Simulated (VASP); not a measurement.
# Tl (P6_3/mmc) in VASP: notebook, part 2 of 2

VASP 6.6.1. The steps go on from the part before.

## (3) Single point, LDA (volume scaled by 0.88)

Input file INCAR:

```
SYSTEM = Tl
ALGO = Normal
EDIFF = 1E-6
ENCUT = 520
ISIF = 2
ISMEAR = -1
LASPH = .True.
LCHARG = .False.
LREAL = .False.
LWAVE = .False.
NBANDS = 34
NELM = 60
PREC = Accurate
SIGMA = 0.1
```

Input file KPOINTS:

```
k-points
0
Gamma
  12 12 4
  0 0 0
```

Input file POSCAR:

```
Tl
1.0
    3.2373721678      0.0000000000      0.0000000000
   -1.6186860839      2.8036465388      0.0000000000
    0.0000000000      0.0000000000     10.5193910219
Tl
4
Direct
    1.0000000000      1.0000000000      0.0000000000
    1.0000000000      1.0000000000      0.5000000000
    0.3333333333      0.6666666667      0.2500000000
    0.6666666667      0.3333333333      0.7500000000
```

Potentials or basis: VASP PAW LDA potentials, release 64 (Tl_d).

On the command line:

```console
> cat potpaw_LDA.64/Tl_d/POTCAR > POTCAR
> mpirun -np 1 vasp_std > vasp.out
```

OUTCAR:

```text
SYSTEM = Tl
   EDIFF = 1E-6
   ENCUT = 520
   ISIF = 2
   ISMEAR = -1
   LASPH = .True.
   LREAL = .False.
   NELM = 60
   PREC = Accurate

 ion  position               nearest neighbor table
   1  0.000  0.000  0.000-   3 3.23   4 3.23   3 3.23   4 3.23   4 3.23   3 3.23
   2  0.000  0.000  0.500-   3 3.23   4 3.23   3 3.23   4 3.23   4 3.23   3 3.23
   3  0.333  0.667  0.250-   1 3.23   2 3.23   1 3.23   2 3.23   1 3.23   2 3.23
   4  0.667  0.333  0.750-   1 3.23   2 3.23   1 3.23   2 3.23   1 3.23   2 3.23

  LATTYP: Found a hexagonal cell.
 ALAT       =     3.2373721678
 C/A-ratio  =     3.2493610486

  Lattice vectors:

 A1 = (   3.2373721678,   0.0000000000,   0.0000000000)
 A2 = (  -1.6186860839,   2.8036465388,   0.0000000000)
 A3 = (   0.0000000000,   0.0000000000,  10.5193910219)

Analysis of symmetry for initial positions (statically):
=====================================================================
 Subroutine PRICEL returns:
 Original cell was already a primitive cell.

 Routine SETGRP: Setting up the symmetry group for a
 hexagonal supercell.

 Subroutine GETGRP returns: Found 24 space group operations
 (whereof 12 operations were pure point group operations)
 out of a pool of 24 trial point group operations.

The static configuration has the point symmetry D_3d.
 The point group associated with its full space group is D_6h.

Analysis of symmetry for dynamics (positions and initial velocities):
=====================================================================
 Subroutine PRICEL returns:
 Original cell was already a primitive cell.

 Routine SETGRP: Setting up the symmetry group for a
 hexagonal supercell.

 Subroutine GETGRP returns: Found 24 space group operations
 (whereof 12 operations were pure point group operations)
 out of a pool of 24 trial point group operations.

The dynamic configuration has the point symmetry D_3d.
 The point group associated with its full space group is D_6h.

[... 114 lines left out ...]
   NUPDOWN=      -1.0000    fix difference up-down
   EMIN   =  10.00;   EMAX   =-10.00  energy-range for DOS
   EFERMI =   0.00;   METHOD = LEGACY
   ISMEAR =    -1;   SIGMA  =   0.10  broadening in eV -4-tet -1-fermi 0-gaus
   EFERMI_NEDOS =   21; number of points for ismear=-14 and -15
   IALGO  =     38    algorithm
   IMIX   =      4    mixing-type and parameters
     AMIX     =   0.40;   BMIX     =  1.00
     AMIX_MAG =   1.60;   BMIX_MAG =  1.00
  volume/ion in A,a.u.               =      23.87       161.08
  Fermi-wavevector in a.u.,A,eV,Ry     =   1.336925  2.526422 24.318632  1.787369
  Thomas-Fermi vector in A             =   2.465514
   LORBIT       =      0    0 simple, 1 ext, 2 COOP (PROOUT), +10 PAW based schemes
   GGA     = CA    functional components
   LHFCALC =     F    Hartree Fock is set to
   AEXX    =    0.0000 exact exchange contribution
   IVDW    =     0    specifies the selected vdW correction
   LEPSILON=     F    determine dielectric tensor
   LRPA    =     F    only Hartree local field effects (RPA)
 non-spin polarized calculation
  energy-cutoff  :      520.00
  volume of cell :       95.48
 maximum number of plane-waves:      2616
   NGX = 13   NGY = 13   NGZ = 39

 number of electron      51.9999997 magnetization

 Free energy of the ion-electron system (eV)
  ---------------------------------------------------
  ext. energy  EPLUGINS =         0.00000000
  ---------------------------------------------------
  free energy    TOTEN  =       -11.41754539 eV

  energy without entropy =      -11.36228914  energy(sigma->0) =      -11.38991727

 E-fermi :   8.4058     XC(G=0): -11.4288

 val. band max:        8.4041210602   @ k =   0.4167   0.1667   0.2500
 cond. band min:       8.4458379445   @ k =   0.2500   0.1667   0.0000
 fundamental gap:      0.0417168843
 Fermi energy:         8.4057906776

 k-point     1 :       0.0000    0.0000    0.0000
  band No.  band energies     occupation
      1      -3.9140      2.00000
      2      -3.6891      2.00000
      3      -3.6688      2.00000
      4      -3.4863      2.00000
      5      -3.4863      2.00000
      6      -3.4720      2.00000
[... 877 lines left out ...]
     33      15.4837      0.00000
     34      16.4924      0.00000

 [... further k-points ...]
[... 5 lines left out ...]
  --------------------------------------------------------------------------------------
  -------------------------------------------------------------------------------------
  Total        4.7378948      4.7378948      4.8469663      0.0000000      0.0000000      0.0000000
  in kB       79.5040967     79.5040967     81.3343673      0.0000000      0.0000000      0.0000000
  external PRESSURE =      80.1141869 kB  Pullay stress =       0.0000000 kB

 VOLUME and BASIS-vectors are now :
 -----------------------------------------------------------------------------
  energy-cutoff  :      520.00
  volume of cell :       95.48
      direct lattice vectors                 reciprocal lattice vectors
     3.237372168  0.000000000  0.000000000     0.308892505  0.178339171  0.000000000
    -1.618686084  2.803646539  0.000000000     0.000000000  0.356678342  0.000000000
     0.000000000  0.000000000 10.519391022     0.000000000  0.000000000  0.095062537

 POSITION                                       TOTAL-FORCE (eV/Angst)
 -----------------------------------------------------------------------------------
      0.00000      0.00000      0.00000         0.000000      0.000000      0.000000
      0.00000      0.00000      5.25970         0.000000      0.000000      0.000000
     -0.00000      1.86910      2.62985        -0.000000     -0.000000     -0.000000
      1.61869      0.93455      7.88954         0.000000      0.000000      0.000000
 -----------------------------------------------------------------------------------
    total drift:                               -0.000000      0.000000     -0.000000

  FREE ENERGIE OF THE ION-ELECTRON SYSTEM (eV)
  ---------------------------------------------------
  free  energy   TOTEN  =       -11.4175453933 eV

  energy  without entropy=      -11.3622891400  energy(sigma->0) =      -11.38991727
```

stdout:

```text
POSCAR found type information on POSCAR Tl
 POSCAR found :  1 types and       4 ions
 scaLAPACK will be used
 LDA part: xc-table for (Slater(with rela. corr.)+CA(PZ))
 , standard interpolation
 POSCAR, INCAR and KPOINTS ok, starting setup
 FFT: planning ... GRIDC
 FFT: planning ... GRID_SOFT
 FFT: planning ... GRID
 WAVECAR not read
 entering main loop
```

It took 2.9 min on 1 thread of AMD EPYC 7R13, shared host; peak memory 0.23 GiB.

What came out:

* Free energy: -11.4175 eV
* Pressure: 8.0 GPa
* Band gap on the k mesh: zero (band 26 reaches 12.39 eV, above the bottom of band 27 at 7.00 eV)

Stress tensor (GPa, compression positive):
```
7.95 0.00 0.00
0.00 7.95 0.00
0.00 0.00 8.13
```

Caveat: spin-orbit coupling is left out, which moves the levels of the heavy elements.

## (4) Single point, LDA (volume scaled by 0.92)

Input file INCAR:

```
SYSTEM = Tl
PREC     = Accurate       ! precision mode
ENCUT    = 520            ! plane-wave cutoff, eV
EDIFF    = 1E-6           ! SCF threshold, eV
ISMEAR   = -1             ! smearing method
SIGMA    = 0.1            ! smearing width, eV
LREAL    = .False.        ! projectors in reciprocal space
LASPH    = .True.         ! aspherical terms in the spheres
NELM     = 60             ! most SCF steps
ALGO     = Normal         ! electronic algorithm
ISIF     = 2              ! what is computed and relaxed
LWAVE    = .False.        ! write WAVECAR
LCHARG   = .False.        ! write CHGCAR
GGA      = CA             ! functional
NBANDS   = 34             ! bands
```

Input file KPOINTS:

```
Automatic mesh
0
Gamma
  12 12 4
  0 0 0
```

Input file POSCAR:

```
Tl
1.0
    3.2856982801      0.0000000000      0.0000000000
   -1.6428491401      2.8454981797      0.0000000000
    0.0000000000      0.0000000000     10.6764200088
Tl
4
Direct
    1.0000000000      1.0000000000      0.0000000000
    1.0000000000      1.0000000000      0.5000000000
    0.3333333333      0.6666666667      0.2500000000
    0.6666666667      0.3333333333      0.7500000000
```

On the command line:

```console
> cat potpaw_LDA.64/Tl_d/POTCAR > POTCAR
> mpirun -np 1 vasp_std > vasp.out
```

Run time: 2.8 min. Hardware: 1 thread of AMD EPYC 7R13, shared host; peak memory 0.23 GiB.

Results (log left out):

| Property | Result |
| --- | --- |
| Free energy | -11.5902 eV |
| Pressure | 4.7 GPa |
| Band gap on the k mesh | zero (band 26 reaches 11.65 eV, above the bottom of band 27 at 6.49 eV) |

Stress tensor (GPa, compression positive):
```
4.61 0.00 0.00
0.00 4.61 0.00
0.00 0.00 4.74
```

Levels at points of the mesh, in eV from the Fermi level:
```
           k point  band 23  band 24  band 25  band 26  band 27  band 28  band 29  band 30
(0.00, 0.00, 0.00)    -9.41    -5.20    -3.50     3.58     3.59     9.06     9.06    10.14
(0.50, 0.00, 0.00)    -4.55    -3.86    -3.23    -2.89    -0.21     0.15     1.95     3.18
(0.00, 0.00, 0.50)    -7.36    -7.36    -0.62    -0.62     8.21     8.21     9.38     9.38
(0.50, 0.00, 0.50)    -4.66    -4.66    -1.92    -1.92    -1.34    -1.34     3.82     3.82
```

Caveat: spin-orbit coupling is left out, which moves the levels of the heavy elements.

## (5) Overview

| cell | k mesh | gap on the mesh (eV) | pressure (GPa) |
| --- | --- | --- | --- |
| a = 3.378, b = 3.378, c = 10.977 Å, angles 90.0, 90.0, 120.0°, 4 atoms | 11 × 11 × 3 | none | 0.1 |
| a = 3.237, b = 3.237, c = 10.519 Å, angles 90.0, 90.0, 120.0°, 4 atoms | 12 × 12 × 4 | none | 8.0 |
| a = 3.286, b = 3.286, c = 10.676 Å, angles 90.0, 90.0, 120.0°, 4 atoms | 12 × 12 × 4 | none | 4.7 |

Alike in all rows: task single point; level LDA; potentials or basis VASP PAW LDA potentials, release 64 (Tl_d); no spin polarisation; cutoff (eV) 520; smearing fermi-dirac 0.1 eV.

Caveats: spin-orbit coupling is left out, which moves the levels of the heavy elements.

Absolute energies hang on the potentials; compare differences alone.
